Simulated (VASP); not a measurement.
# Ta (Fd-3m) in VASP: relaxation of cell and atoms with PBE

Aim: the relaxation of cell and atoms of Ta with PBE.

Program: VASP 6.6.1. These are calculated values, not measurements. Logs are shortened: lines on timing, memory, paths and dates and some standing lists are left out, and cuts for length are marked.

**1. The cell of the first run**

Symmetry: Fd-3m, No. 227, cubic system. The conventional cell has a = 6.439 Å, b = 6.439 Å, c = 6.439 Å, α = 90.00°, β = 90.00°, γ = 90.00°. Within 3.7 Å of Ta (site symmetry -43m) lie 4 Ta at 2.79 Å.

This isn't the form of Ta at room conditions, which is bcc.

**2. Relaxation of cell and atoms, PBE**

The input, INCAR:

```
  PREC = Accurate
  ENCUT = 600
  EDIFF = 1E-7
  ISMEAR = -1
  SIGMA = 0.03
  LREAL = F
  LASPH = T
  NELM = 100
  ALGO = Normal
  ISIF = 3
  LWAVE = F
  LCHARG = F
  GGA = PE
  IBRION = 2
  NSW = 100
  EDIFFG = -0.005
```

The input, KPOINTS:

```
Automatic mesh
0
Gamma
  9 9 9
```

The input, POSCAR:

```
Ta
1.0
    0.0000000000      3.2195088072      3.2195088072
    3.2195088072      0.0000000000      3.2195088072
    3.2195088072      3.2195088072      0.0000000000
Ta
2
Direct
    0.0000000000      0.0000000000      0.0000000000
    0.2500000000      0.2500000000      0.2500000000
```

Potentials or basis: VASP PAW PBE potentials, release 64 (Ta_pv).

Launch:

```console
$ cat potpaw_PBE.64/Ta_pv/POTCAR > POTCAR
$ mpirun -np 1 vasp_std > vasp.out
```

OUTCAR:

```text
PREC = Accurate
   ENCUT = 600
   EDIFF = 1E-7
   ISMEAR = -1
   LREAL = F
   LASPH = T
   NELM = 100
   ISIF = 3
   GGA = PE
   IBRION = 2
   NSW = 100
   EDIFFG = -0.005

 ion  position               nearest neighbor table
   1  0.000  0.000  0.000-   2 2.79   2 2.79   2 2.79   2 2.79
   2  0.250  0.250  0.250-   1 2.79   1 2.79   1 2.79   1 2.79

  LATTYP: Found a face centered cubic cell.
 ALAT       =     6.4390176144

  Lattice vectors:

 A1 = (   0.0000000000,   3.2195088072,   3.2195088072)
 A2 = (   3.2195088072,   0.0000000000,   3.2195088072)
 A3 = (   3.2195088072,   3.2195088072,   0.0000000000)

Analysis of symmetry for initial positions (statically):
=====================================================================
 Subroutine PRICEL returns:
 Original cell was already a primitive cell.

 Routine SETGRP: Setting up the symmetry group for a
 face centered cubic supercell.

 Subroutine GETGRP returns: Found 48 space group operations
 (whereof 24 operations were pure point group operations)
 out of a pool of 48 trial point group operations.

The static configuration has the point symmetry T_d .
 The point group associated with its full space group is O_h .

Analysis of symmetry for dynamics (positions and initial velocities):
=====================================================================
 Subroutine PRICEL returns:
 Original cell was already a primitive cell.

 Routine SETGRP: Setting up the symmetry group for a
 face centered cubic supercell.

 Subroutine GETGRP returns: Found 48 space group operations
 (whereof 24 operations were pure point group operations)
 out of a pool of 48 trial point group operations.

The dynamic configuration has the point symmetry T_d .
 The point group associated with its full space group is O_h .

 Subroutine INISYM returns: Found 48 space group operations
 (whereof 24 operations are pure point group operations),
 and found     1 'primitive' translations

----------------------------------------------------------------------------------------

                                     Primitive cell

  volume of cell :      66.7419

  direct lattice vectors                    reciprocal lattice vectors
     0.000000000  3.219508807  3.219508807    -0.155303194  0.155303194  0.155303194
     3.219508807  0.000000000  3.219508807     0.155303194 -0.155303194  0.155303194
     3.219508807  3.219508807  0.000000000     0.155303194  0.155303194 -0.155303194

  length of vectors
     4.553073019  4.553073019  4.553073019     0.268993022  0.268993022  0.268993022

  position of ions in fractional coordinates (direct lattice)
     0.000000000  0.000000000  0.000000000
     0.250000000  0.250000000  0.250000000

  ion indices of the primitive-cell ions
   primitive index   ion index
                 1           1
                 2           2

----------------------------------------------------------------------------------------

 KPOINTS: Automatic mesh

Automatic generation of k-mesh.
 Grid dimensions read from file:
 generate k-points for:    9    9    9

 Generating k-lattice:

  Cartesian coordinates                     Fractional coordinates (reciprocal lattice)
    -0.017255910  0.017255910  0.017255910     0.111111111  0.000000000  0.000000000
     0.017255910 -0.017255910  0.017255910     0.000000000  0.111111111  0.000000000
     0.017255910  0.017255910 -0.017255910     0.000000000  0.000000000  0.111111111

  Length of vectors
     0.029888114  0.029888114  0.029888114

  Shift w.r.t. Gamma in fractional coordinates (k-lattice)
     0.000000000  0.000000000  0.000000000

 Subroutine IBZKPT returns following result:
 ===========================================

 Found     35 irreducible k-points:

 Following reciprocal coordinates:
            Coordinates               Weight
  0.000000  0.000000  0.000000      1.000000
  0.111111  0.000000  0.000000      8.000000
  0.222222  0.000000  0.000000      8.000000
  0.333333  0.000000  0.000000      8.000000
  0.444444  0.000000  0.000000      8.000000
  0.111111  0.111111  0.000000      6.000000
[... 16 lines left out ...]
 -0.333333  0.333333  0.000000     12.000000
  0.444444  0.444444  0.000000      6.000000
 [... further k-points ...]
   k-points           NKPTS =     35   k-points in BZ     NKDIM =     35   number of bands    NBANDS=     15
   number of dos      NEDOS =    301   number of ions     NIONS =      2
   total plane-waves  NPLWV =  46656
   dimension x,y,z NGX =    36 NGY =   36 NGZ =   36
   dimension x,y,z NGXF=    72 NGYF=   72 NGZF=   72
   ions per type =               2
   NGX,Y,Z   is equivalent  to a cutoff of  13.14, 13.14, 13.14 a.u.
   NGXF,Y,Z  is equivalent  to a cutoff of  26.29, 26.29, 26.29 a.u.
 SYSTEM =  unknown system
   PREC   = accura    normal or accurate (medium, high low for compatibility)
   ISTART =      0    job   : 0-new  1-cont  2-samecut
   ICHARG =      2    charge: 1-file 2-atom 10-const
   ISPIN  =      1    spin polarized calculation?
   LNONCOLLINEAR =      F non collinear calculations
   LSORBIT =      F    spin-orbit coupling
   LASPH  =      T    aspherical Exc in radial PAW
   ENCUT  =  600.0 eV  44.10 Ry    6.64 a.u.   9.09  9.09  9.09*2*pi/ulx,y,z
   NELM   =    100;   NELMIN=  2; NELMDL= -5     # of ELM steps
   EDIFF  = 0.1E-06   stopping-criterion for ELM
   LREAL  =      F    real-space projection
   EDIFFG = -.5E-02   stopping-criterion for IOM
   NSW    =    100    number of steps for IOM
   IBRION =      2    ionic relax: 0-MD 1-quasi-New 2-CG
   NFREE  =      1    steps in history (QN), initial steepest desc. (CG)
   ISIF   =      3    stress and relaxation
   ISYM   =      2    0-nonsym 1-usesym 2-fastsym
   POTIM  = 0.5000    time-step for ionic-motion
   TEBEG  =    0.0;   TEEND  =   0.0 temperature during run
   PSTRESS=    0.0 pullay stress
   NELECT =      22.0000    total number of electrons
   NUPDOWN=      -1.0000    fix difference up-down
   EMIN   =  10.00;   EMAX   =-10.00  energy-range for DOS
   EFERMI =   0.00;   METHOD = LEGACY
   ISMEAR =    -1;   SIGMA  =   0.03  broadening in eV -4-tet -1-fermi 0-gaus
   EFERMI_NEDOS =   21; number of points for ismear=-14 and -15
   IALGO  =     38    algorithm
   IMIX   =      4    mixing-type and parameters
     AMIX     =   0.40;   BMIX     =  1.00
     AMIX_MAG =   1.60;   BMIX_MAG =  1.00
  volume/ion in A,a.u.               =      33.37       225.20
  Fermi-wavevector in a.u.,A,eV,Ry     =   1.130879  2.137051 17.400316  1.278887
  Thomas-Fermi vector in A             =   2.267577
   LORBIT       =      0    0 simple, 1 ext, 2 COOP (PROOUT), +10 PAW based schemes
   GGA     = PE    functional components
   LHFCALC =     F    Hartree Fock is set to
   AEXX    =    0.0000 exact exchange contribution
   IVDW    =     0    specifies the selected vdW correction
   LEPSILON=     F    determine dielectric tensor
   LRPA    =     F    only Hartree local field effects (RPA)
 conjugate gradient relaxation of ions
 non-spin polarized calculation
  energy-cutoff  :      600.00
  volume of cell :       66.74
 maximum number of plane-waves:      2242
   NGX = 19   NGY = 19   NGZ = 19

--------------------------------------- Ionic step        1  -------------------------------------------

 number of electron      21.9999998 magnetization

 Free energy of the ion-electron system (eV)
  ---------------------------------------------------
  ext. energy  EPLUGINS =         0.00000000
  ---------------------------------------------------
  free energy    TOTEN  =       -17.56787352 eV

  energy without entropy =      -17.55330338  energy(sigma->0) =      -17.56058845

------------------------ aborting loop because EDIFF is reached ----------------------------------------

  FORCE on cell =-STRESS in cart. coord.  units (eV):
  Direction    XX          YY          ZZ          XY          YZ          ZX
  --------------------------------------------------------------------------------------
  -------------------------------------------------------------------------------------
  Total       -3.5997243     -3.5997243     -3.5997243     -0.0000000     -0.0000000     -0.0000000
  in kB      -86.4133759    -86.4133759    -86.4133759     -0.0000000     -0.0000000     -0.0000000
  external PRESSURE =     -86.4133759 kB  Pullay stress =       0.0000000 kB
[... 129 lines left out ...]
  energy  without entropy=      -17.8540450053  energy(sigma->0) =      -17.85993426

--------------------------------------- Ionic step        5  -------------------------------------------

 number of electron      22.0000000 magnetization

 E-fermi :   1.9797     XC(G=0):  -9.9947

 val. band max:        1.9749545534   @ k =  -0.4444   0.3333   0.1111
 cond. band min:       1.9831634381   @ k =   0.3333   0.0000   0.0000
 fundamental gap:      0.0082088847
 Fermi energy:         1.9797208709

 k-point     1 :       0.0000    0.0000    0.0000
  band No.  band energies     occupation
      1     -32.1557      2.00000
      2     -32.1557      2.00000
      3     -32.1557      2.00000
      4     -31.3686      2.00000
      5     -31.3686      2.00000
      6     -31.3686      2.00000
      7      -3.5862      2.00000
      8       1.0370      2.00000
      9       1.0370      2.00000
     10       1.6922      1.99986
     11       1.6922      1.99986
     12       1.6922      1.99986
     13       3.9851      0.00000
     14       3.9851      0.00000
     15       3.9851      0.00000
[... 447 lines left out ...]
  energy  without entropy=      -17.8540704619  energy(sigma->0) =      -17.85995967

--------------------------------------- Ionic step        6  -------------------------------------------

 number of electron      22.0000000 magnetization

 Free energy of the ion-electron system (eV)
  ---------------------------------------------------
  ext. energy  EPLUGINS =         0.00000000
  ---------------------------------------------------
  free energy    TOTEN  =       -17.86587697 eV

  energy without entropy =      -17.85409908  energy(sigma->0) =      -17.85998803

 E-fermi :   1.9880     XC(G=0): -10.0012

 val. band max:        1.9834227766   @ k =  -0.4444   0.3333   0.1111
 cond. band min:       1.9922405747   @ k =   0.3333   0.0000   0.0000
 fundamental gap:      0.0088177981
 Fermi energy:         1.9879699839

 k-point     1 :       0.0000    0.0000    0.0000
  band No.  band energies     occupation
      1     -32.1466      2.00000
      2     -32.1466      2.00000
      3     -32.1466      2.00000
      4     -31.3563      2.00000
      5     -31.3563      2.00000
      6     -31.3563      2.00000
      7      -3.5818      2.00000
      8       1.0420      2.00000
      9       1.0420      2.00000
     10       1.7005      1.99986
     11       1.7005      1.99986
     12       1.7005      1.99986
     13       3.9962      0.00000
     14       3.9962      0.00000
     15       3.9962      0.00000
[... 443 lines left out ...]
  FREE ENERGIE OF THE ION-ELECTRON SYSTEM (eV)
  ---------------------------------------------------
  free  energy   TOTEN  =       -17.8658769721 eV

  energy  without entropy=      -17.8540990801  energy(sigma->0) =      -17.85998803

 reached required accuracy - stopping structural energy minimisation
```

Wall time 5.5 min (1 thread of AMD EPYC 7R13, shared host); peak memory 0.2 GiB.

What came out:

* Free energy: -17.8659 eV
* Relaxed volume: 28.48 Å³/atom
* Relaxed cell: a = 4.319 Å, b = 4.319 Å, c = 4.319 Å, α = 60.00°, β = 60.00°, γ = 60.00°
* Space group after relaxing (to 0.1 Å): Fd-3m (No. 227)
* Energy gained by relaxing: 149.0 meV/atom
* Ionic steps: 6
* Pressure after relaxing: 0.0 GPa
* Band gap on the k mesh: zero (bands 11 and 12 overlap by 0.65 eV)

Step by step:
```csv
step,energy change (eV),largest force (eV/Å),pressure (GPa),volume (Å³)
1,0.0000,0.0000,-8.64,66.74
2,-0.1284,0.0000,9.43,50.82
3,-0.2980,0.0000,-0.08,57.04
4,-0.2980,0.0000,0.15,56.85
5,-0.2980,0.0000,-0.10,57.05
6,-0.2980,0.0000,0.00,56.97
```

Final structure:
```cif
data_structure
_symmetry_space_group_name_H-M 'P 1'
_symmetry_Int_Tables_number 1
_cell_length_a 4.3190
_cell_length_b 4.3190
_cell_length_c 4.3190
_cell_angle_alpha 60.000
_cell_angle_beta 60.000
_cell_angle_gamma 60.000
_cell_volume 56.97
loop_
_atom_site_label
_atom_site_type_symbol
_atom_site_fract_x
_atom_site_fract_y
_atom_site_fract_z
_atom_site_occupancy
Ta1 Ta 0.00000 0.00000 0.00000 1
Ta2 Ta 0.25000 0.25000 0.25000 1
```

Caveat: spin-orbit coupling is left out, which moves the levels of the heavy elements.
